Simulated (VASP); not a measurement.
# Te5W (F-43m) in VASP: further runs

Runs on Te5W. Level: PBE. Tasks: relaxation of cell and atoms.

Program: VASP 6.6.1. These are calculated values, not measurements. Logs are shortened: lines on timing, memory, paths and dates and some standing lists are left out, and cuts for length are marked.

### Step 1. The cell of the first run

The structure is cubic, space group F-43m (No. 216). Conventional cell: a = 9.586 Å, b = 9.586 Å, c = 9.586 Å, α = 90.00°, β = 90.00°, γ = 90.00°. Te (site symmetry 3m) has 1 W at 2.25 Å and 3 Te at 3.11 Å within 3.2 Å. Te (site symmetry -43m) has 12 Te at 4.01 Å and 4 W at 4.15 Å within 5.3 Å. W (site symmetry -43m) has 4 Te at 2.25 Å within 3.0 Å.

The cell was built from a structure type or drawn by symmetry, and may not be a known phase.

### Step 2. Relaxation of cell and atoms, PBE

Contents of INCAR:

```
PREC = Accurate
ENCUT = 500
EDIFF = 1E-7
ISMEAR = 0
SIGMA = 0.1
LREAL = False
LASPH = True
NELM = 120
ALGO = Normal
ISIF = 3
LWAVE = False
LCHARG = False
GGA = PE
IBRION = 2
NSW = 90
EDIFFG = -0.04
GGA_COMPAT = False
NELMIN = 4
```

Contents of KPOINTS:

```
Automatic mesh
0
Gamma
  4 4 4
```

Contents of POSCAR:

```
Te5W
1.0
    0.0000000000      4.7930468500      4.7930468500
    4.7930468500      0.0000000000      4.7930468500
    4.7930468500      4.7930468500      0.0000000000
Te W
5 1
Direct
    0.6353769700      0.6353769700      0.6353769700
    0.6353769700      0.6353769700      0.0938691000
    0.6353769700      0.0938691000      0.6353769700
    0.0938691000      0.6353769700      0.6353769700
    0.2500000000      0.2500000000      0.2500000000
    0.5000000000      0.5000000000      0.5000000000
```

Potentials or basis: VASP PAW PBE potentials, release 64 (Te, W_sv).

The run is started by

```
$ cat potpaw_PBE.64/Te/POTCAR potpaw_PBE.64/W_sv/POTCAR > POTCAR
$ mpirun -np 1 vasp_std > vasp.out
```

OUTCAR:

```text
PREC = Accurate
   ENCUT = 500
   EDIFF = 1E-7
   ISMEAR = 0
   LREAL = False
   LASPH = True
   NELM = 120
   ISIF = 3
   GGA = PE
   IBRION = 2
   NSW = 90
   EDIFFG = -0.04
   NELMIN = 4

 ion  position               nearest neighbor table
   1  0.635  0.635  0.635-   6 2.25   3 3.11   4 3.11   2 3.11   2 3.67   3 3.67   4 3.67
   2  0.635  0.635  0.094-   6 2.25   3 3.11   4 3.11   1 3.11   1 3.67   3 3.67   4 3.67
   3  0.635  0.094  0.635-   6 2.25   2 3.11   4 3.11   1 3.11   1 3.67   2 3.67   4 3.67
   4  0.094  0.635  0.635-   6 2.25   2 3.11   3 3.11   1 3.11   2 3.67   3 3.67   1 3.67
   5  0.250  0.250  0.250-
   6  0.500  0.500  0.500-   3 2.25   4 2.25   2 2.25   1 2.25

  LATTYP: Found a face centered cubic cell.
 ALAT       =     9.5860937000

  Lattice vectors:

 A1 = (   0.0000000000,   4.7930468500,   4.7930468500)
 A2 = (   4.7930468500,   0.0000000000,   4.7930468500)
 A3 = (   4.7930468500,   4.7930468500,   0.0000000000)

Analysis of symmetry for initial positions (statically):
=====================================================================
 Subroutine PRICEL returns:
 Original cell was already a primitive cell.

 Routine SETGRP: Setting up the symmetry group for a
 face centered cubic supercell.

 Subroutine GETGRP returns: Found 24 space group operations
 (whereof 24 operations were pure point group operations)
 out of a pool of 48 trial point group operations.

The static configuration has the point symmetry T_d .

Analysis of symmetry for dynamics (positions and initial velocities):
=====================================================================
 Subroutine PRICEL returns:
 Original cell was already a primitive cell.

 Routine SETGRP: Setting up the symmetry group for a
 face centered cubic supercell.

 Subroutine GETGRP returns: Found 24 space group operations
 (whereof 24 operations were pure point group operations)
 out of a pool of 48 trial point group operations.

The dynamic configuration has the point symmetry T_d .

 Subroutine INISYM returns: Found 24 space group operations
 (whereof 24 operations are pure point group operations),
 and found     1 'primitive' translations

----------------------------------------------------------------------------------------

                                     Primitive cell

[... 82 lines left out ...]
   LREAL  =      F    real-space projection
   EDIFFG = -.4E-01   stopping-criterion for IOM
   NSW    =     90    number of steps for IOM
   IBRION =      2    ionic relax: 0-MD 1-quasi-New 2-CG
   NFREE  =      1    steps in history (QN), initial steepest desc. (CG)
   ISIF   =      3    stress and relaxation
   ISYM   =      2    0-nonsym 1-usesym 2-fastsym
   POTIM  = 0.5000    time-step for ionic-motion
   TEBEG  =    0.0;   TEEND  =   0.0 temperature during run
   PSTRESS=    0.0 pullay stress
   NELECT =      44.0000    total number of electrons
   NUPDOWN=      -1.0000    fix difference up-down
   EMIN   =  10.00;   EMAX   =-10.00  energy-range for DOS
   EFERMI =   0.00;   METHOD = LEGACY
   ISMEAR =     0;   SIGMA  =   0.10  broadening in eV -4-tet -1-fermi 0-gaus
   EFERMI_NEDOS =   21; number of points for ismear=-14 and -15
   IALGO  =     38    algorithm
   IMIX   =      4    mixing-type and parameters
     AMIX     =   0.40;   BMIX     =  1.00
     AMIX_MAG =   1.60;   BMIX_MAG =  1.00
  volume/ion in A,a.u.               =      36.70       247.69
  Fermi-wavevector in a.u.,A,eV,Ry     =   0.957056  1.808574 12.462342  0.915956
  Thomas-Fermi vector in A             =   2.086040
   LORBIT       =      0    0 simple, 1 ext, 2 COOP (PROOUT), +10 PAW based schemes
   GGA     = PE    functional components
   LHFCALC =     F    Hartree Fock is set to
   AEXX    =    0.0000 exact exchange contribution
   IVDW    =     0    specifies the selected vdW correction
   LEPSILON=     F    determine dielectric tensor
   LRPA    =     F    only Hartree local field effects (RPA)
 conjugate gradient relaxation of ions
 non-spin polarized calculation
 Gauss-broadening in eV      SIGMA  =   0.10
  energy-cutoff  :      500.00
  volume of cell :      220.22
 maximum number of plane-waves:      5609
 NGX is ok and might be reduce to    50
   NGX = 25   NGY = 25   NGZ = 25

--------------------------------------- Ionic step        1  -------------------------------------------

 number of electron      44.0000002 magnetization

 Free energy of the ion-electron system (eV)
  ---------------------------------------------------
  ext. energy  EPLUGINS =         0.00000000
  ---------------------------------------------------
  free energy    TOTEN  =       -19.87709853 eV

  energy without entropy =      -19.81684306  energy(sigma->0) =      -19.84697079

------------------------ aborting loop because EDIFF is reached ----------------------------------------

  FORCE on cell =-STRESS in cart. coord.  units (eV):
  Direction    XX          YY          ZZ          XY          YZ          ZX
  --------------------------------------------------------------------------------------
  -------------------------------------------------------------------------------------
  Total       27.5462166     27.5462166     27.5462166      0.0000000      0.0000000     -0.0000000
  in kB      200.4045244    200.4045244    200.4045244      0.0000000      0.0000000     -0.0000000
  external PRESSURE =     200.4045244 kB  Pullay stress =       0.0000000 kB
[... 27 lines left out ...]
--------------------------------------- Ionic step        2  -------------------------------------------

 number of electron      43.9999998 magnetization

 E-fermi :  -0.1368     XC(G=0):  -6.0778

 val. band max:       -0.1508717785   @ k =   0.5000   0.0000   0.0000
 cond. band min:      -0.1297508132   @ k =  -0.2500   0.2500   0.0000
 fundamental gap:      0.0211209653
 Fermi energy:        -0.1367592193

 k-point     1 :       0.0000    0.0000    0.0000
  band No.  band energies     occupation
      1     -74.7289      2.00000
      2     -38.8219      2.00000
      3     -38.8219      2.00000
      4     -38.8219      2.00000
      5     -12.1846      2.00000
      6     -10.1974      2.00000
[... 500 lines left out ...]
--------------------------------------- Ionic step        9  -------------------------------------------

 number of electron      44.0000007 magnetization

 Free energy of the ion-electron system (eV)
  ---------------------------------------------------
  ext. energy  EPLUGINS =         0.00000000
  ---------------------------------------------------
  free energy    TOTEN  =       -24.06547452 eV

  energy without entropy =      -23.98362303  energy(sigma->0) =      -24.02454878

 E-fermi :   1.3920     XC(G=0):  -7.0601

 val. band max:        1.3704478692   @ k =  -0.2500   0.5000   0.2500
 cond. band min:       1.3955327795   @ k =  -0.2500   0.2500   0.0000
 fundamental gap:      0.0250849103
 Fermi energy:         1.3919916086

 k-point     1 :       0.0000    0.0000    0.0000
  band No.  band energies     occupation
      1     -72.5271      2.00000
      2     -36.7814      2.00000
      3     -36.7814      2.00000
      4     -36.7814      2.00000
      5     -10.1767      2.00000
      6      -8.7082      2.00000
[... 254 lines left out ...]
  FREE ENERGIE OF THE ION-ELECTRON SYSTEM (eV)
  ---------------------------------------------------
  free  energy   TOTEN  =       -24.0654745222 eV

  energy  without entropy=      -23.9836230295  energy(sigma->0) =      -24.02454878

 reached required accuracy - stopping structural energy minimisation
```

Run time: 20 min. Hardware: 1 thread of Intel Xeon 8259CL, shared host; peak memory 0.38 GiB.

What came out:

| Property | Result |
| --- | --- |
| Free energy | -24.0655 eV |
| Relaxed volume | 50.51 Å³/atom |
| Relaxed cell | a = 7.539 Å, b = 7.539 Å, c = 7.539 Å, α = 60.00°, β = 60.00°, γ = 60.00° |
| Space group after relaxing (to 0.1 Å) | F-43m (No. 216) |
| Energy gained by relaxing | 698.1 meV/atom |
| Ionic steps | 9 |
| Pressure after relaxing | 0.0 GPa |
| Largest force after relaxing | 0.008 eV/Å |
| Band gap on the k mesh | zero (bands 22 and 23 overlap by 0.56 eV) |

Forces on the atoms (eV/Å):
```
Te   0.004  0.004  0.004
Te  -0.004 -0.004  0.004
Te  -0.004  0.004 -0.004
Te   0.004 -0.004 -0.004
Te   0.000  0.000  0.000
W    0.000  0.000  0.000
```

The path:
```
step  energy change (eV)  largest force (eV/Å)  pressure (GPa)  volume (Å³)
   1              0.0000                6.5567           20.04       220.22
   2              0.7676                2.4178           -4.36       401.35
   3             -3.7295                1.8628           -0.03       280.55
   4             -3.7874                1.6074            0.70       275.20
   5             -3.8089                1.3092            1.54       269.83
   6             -4.0907                0.7161            0.12       287.25
   7             -4.1630                0.4063           -0.80       307.47
   8             -4.1706                0.3856            0.68       299.49
   9             -4.1884                0.0077           -0.02       303.04
```

Final structure:
```
Te W
1.0
     0.00000    5.33119    5.33119
     5.33119    0.00000    5.33119
     5.33119    5.33119    0.00000
Te W
5 1
Direct
  0.63683 0.63683 0.63683
  0.63683 0.63683 0.08951
  0.63683 0.08951 0.63683
  0.08951 0.63683 0.63683
  0.25000 0.25000 0.25000
  0.50000 0.50000 0.50000
```

Levels at points of the mesh, in eV from the Fermi level:
```csv
k point,band 20,band 21,band 22,band 23,band 24,band 25
"(0.00, 0.00, 0.00)",-0.21,-0.21,0.56,0.56,0.56,1.04
"(0.50, 0.00, 0.00)",-0.78,-0.35,0.06,0.06,0.57,1.50
"(0.50, 0.50, 0.00)",-0.51,-0.51,-0.34,0.20,0.20,1.19
```

Caveat: the volume moved by over 15 % at a fixed basis, so the end points are rough; spin-orbit coupling is left out, which moves the levels of the heavy elements.

### Step 3. Relaxation of cell and atoms, PBE

This run uses another cell than the first one, of 49.93 Å³/atom.

Contents of INCAR:

```
ALGO = Normal
EDIFF = 1E-7
EDIFFG = -0.01
ENCUT = 500
GGA = PE
GGA_COMPAT = False
IBRION = 2
ISIF = 3
ISMEAR = 0
LASPH = True
LCHARG = False
LREAL = False
LWAVE = False
NELM = 120
NELMIN = 4
NSW = 100
PREC = Accurate
SIGMA = 0.1
```

Contents of KPOINTS:

```
k-points
0
Gamma
  6 6 6
```

Contents of POSCAR:

```
Te5W
1.0
    0.0000000000      5.3106602614      5.3106602614
    5.3106602614      0.0000000000      5.3106602614
    5.3106602614      5.3106602614      0.0000000000
Te W
5 1
Direct
    0.3627471233      0.9117586300      0.3627471233
    0.3627471233      0.3627471233      0.3627471233
    0.9117586300      0.3627471233      0.3627471233
    0.3627471233      0.3627471233      0.9117586300
    0.7500000000      0.7500000000      0.7500000000
    0.5000000000      0.5000000000      0.5000000000
```

Potentials or basis: VASP PAW PBE potentials, release 64 (Te, W_sv).

The run is started by

```
$ cat potpaw_PBE.64/Te/POTCAR potpaw_PBE.64/W_sv/POTCAR > POTCAR
$ mpirun -np 1 vasp_std > vasp.out
```

OUTCAR:

```text
EDIFF = 1E-7
   EDIFFG = -0.01
   ENCUT = 500
   GGA = PE
   IBRION = 2
   ISIF = 3
   ISMEAR = 0
   LASPH = True
   LREAL = False
   NELM = 120
   NELMIN = 4
   NSW = 100
   PREC = Accurate

 ion  position               nearest neighbor table
   1  0.363  0.912  0.363-   6 2.52   3 3.39   4 3.39   2 3.39
   2  0.363  0.363  0.363-   6 2.52   3 3.39   4 3.39   1 3.39
   3  0.912  0.363  0.363-   6 2.52   2 3.39   4 3.39   1 3.39
   4  0.363  0.363  0.912-   6 2.52   2 3.39   3 3.39   1 3.39
   5  0.750  0.750  0.750-
   6  0.500  0.500  0.500-   1 2.52   3 2.52   4 2.52   2 2.52

  LATTYP: Found a face centered cubic cell.
 ALAT       =    10.6213205228

  Lattice vectors:

[... 184 lines left out ...]
  --------------------------------------------------------------------------------------
  -------------------------------------------------------------------------------------
  Total        0.2618109      0.2618109      0.2618109     -0.0000000      0.0000000      0.0000000
  in kB        1.4003055      1.4003055      1.4003055     -0.0000000      0.0000000      0.0000000
  external PRESSURE =       1.4003055 kB  Pullay stress =       0.0000000 kB
[... 147 lines left out ...]
--------------------------------------- Ionic step        5  -------------------------------------------

 number of electron      44.0000000 magnetization

 Free energy of the ion-electron system (eV)
  ---------------------------------------------------
  ext. energy  EPLUGINS =         0.00000000
  ---------------------------------------------------
  free energy    TOTEN  =       -24.10653855 eV

  energy without entropy =      -24.03078146  energy(sigma->0) =      -24.06866001

 E-fermi :   1.4547     XC(G=0):  -7.0708

 val. band max:        1.4441298537   @ k =  -0.3333   0.1667   0.0000
 cond. band min:       1.4557731795   @ k =   0.3333   0.0000   0.0000
 fundamental gap:      0.0116433258
 Fermi energy:         1.4546975180

 k-point     1 :       0.0000    0.0000    0.0000
  band No.  band energies     occupation
      1     -72.5173      2.00000
      2     -36.7726      2.00000
      3     -36.7726      2.00000
      4     -36.7726      2.00000
      5     -10.1841      2.00000
      6      -8.7047      2.00000
[... 486 lines left out ...]
  FREE ENERGIE OF THE ION-ELECTRON SYSTEM (eV)
  ---------------------------------------------------
  free  energy   TOTEN  =       -24.1065385534 eV

  energy  without entropy=      -24.0307814597  energy(sigma->0) =      -24.06866001

 reached required accuracy - stopping structural energy minimisation
```

CONTCAR:

```text
Te5W
   1.00000000000000
    -0.0000000000000000    5.3265096591906644    5.3265096591906644
     5.3265096591906644   -0.0000000000000000    5.3265096591906644
     5.3265096591906644    5.3265096591906644   -0.0000000000000000
  Te              W
     5     1
Direct
     0.3630546334627881    0.9108360995116270    0.3630546334627881
     0.3630546334627881    0.3630546334627881    0.3630546334627881
     0.9108360995116270    0.3630546334627881    0.3630546334627881
     0.3630546334627881    0.3630546334627881    0.9108360995116270
     0.7500000000000000    0.7500000000000000    0.7500000000000000
     0.5000000000000000    0.5000000000000000    0.5000000000000000

  0.00000000E+00  0.00000000E+00  0.00000000E+00
  0.00000000E+00  0.00000000E+00  0.00000000E+00
  0.00000000E+00  0.00000000E+00  0.00000000E+00
  0.00000000E+00  0.00000000E+00  0.00000000E+00
  0.00000000E+00  0.00000000E+00  0.00000000E+00
  0.00000000E+00  0.00000000E+00  0.00000000E+00
```

Run time: 18 min. Hardware: 1 thread of Intel Xeon 8259CL, shared host; peak memory 0.51 GiB.

What came out:

```yaml
Free_energy: -24.1065 eV
Relaxed_volume: 50.37 Å³/atom
Relaxed_cell: a = 7.533 Å, b = 7.533 Å, c = 7.533 Å, α = 60.00°, β = 60.00°, γ = 60.00°
Space_group_after_relaxing_to_0.1_Å: F-43m (No. 216)
Energy_gained_by_relaxing: 0.2 meV/atom
Ionic_steps: 5
Pressure_after_relaxing: 0.0 GPa
Largest_force_after_relaxing: 0.004 eV/Å
Band_gap_on_the_k_mesh: zero (bands 22 and 23 overlap by 0.51 eV)
```

Forces on the atoms (eV/Å):
```
Te  -0.003  0.003 -0.003
Te   0.003  0.003  0.003
Te   0.003 -0.003 -0.003
Te  -0.003 -0.003  0.003
Te   0.000  0.000  0.000
W    0.000  0.000  0.000
```

Step by step:
| step | energy change (eV) | largest force (eV/Å) | pressure (GPa) | volume (Å³) |
| --- | --- | --- | --- | --- |
| 1 | 0.0000 | 0.0045 | 0.14 | 299.55 |
| 2 | -0.0006 | 0.0688 | -0.04 | 301.45 |
| 3 | -0.0006 | 0.0543 | 0.00 | 301.02 |
| 4 | -0.0011 | 0.0309 | 0.00 | 301.59 |
| 5 | -0.0013 | 0.0044 | 0.00 | 302.24 |

Final structure:
```
Te W
1.0
     0.00000    5.32651    5.32651
     5.32651    0.00000    5.32651
     5.32651    5.32651    0.00000
Te W
5 1
Direct
  0.36305 0.91084 0.36305
  0.36305 0.36305 0.36305
  0.91084 0.36305 0.36305
  0.36305 0.36305 0.91084
  0.75000 0.75000 0.75000
  0.50000 0.50000 0.50000
```

Levels at points of the mesh, in eV from the Fermi level:
```
           k point  band 20  band 21  band 22  band 23  band 24  band 25
(0.00, 0.00, 0.00)    -0.22    -0.22     0.51     0.51     0.51     0.98
(0.50, 0.00, 0.00)    -0.83    -0.36     0.04     0.04     0.52     1.45
(0.50, 0.50, 0.00)    -0.56    -0.56    -0.35     0.18     0.18     1.14
```

Caveat: spin-orbit coupling is left out, which moves the levels of the heavy elements.
